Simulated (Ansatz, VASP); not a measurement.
## BaCuBr4: VASP beside Ansatz

```xyz
12
Lattice="-7.3316 0.0000 0.0000 0.0000 0.0000 5.3284 0.0000 9.3454 2.6642" Properties=species:S:1:pos:R:3 pbc="T T T"
Br   -7.2773    7.8520    2.6642
Br   -3.6115    1.4934    5.3284
Br   -2.0264    6.1867    5.3284
Br   -5.6922    3.1588    2.6642
Br   -5.8726    5.6278    5.3284
Br   -2.2068    3.7176    2.6642
Br   -1.2060    0.5813    2.6642
Br   -4.8718    8.7641    5.3284
Cu   -7.3231    7.7292    5.3284
Cu   -3.6573    1.6162    2.6642
Ba   -3.9590    6.5276    2.6642
Ba   -0.2933    2.8178    5.3284
```

Alike in both runs: task single point; functional PBEsol; k mesh 5 × 7 × 7; no spin polarisation.

```csv
,VASP,Ansatz
version,VASP 6.6.1,Ansatz 0.2.0
potentials or method,"VASP PAW PBE potentials, release 64 (Br, Cu, Ba_sv), cutoff 600 eV",PAW plane waves
occupations,"fermi-dirac, width 0.1 eV",fermi-dirac
valence electrons in the cell,98,114
```

VASP gave:

```
pressure (GPa)                     : -2.1
rms of the force components (eV/Å) : 0.129
```

Problem. Estimate Ansatz's values.

Solution. Pressure (GPa): -2.4; rms of the force components (eV/Å): 0.125.

VASP's potentials were made for PBE, not for PBEsol. VASP's potentials hold 98 valence electrons a cell and Ansatz's 114, so a difference there can come from the potentials and not from the codes.

Neither program's run includes spin-orbit coupling.
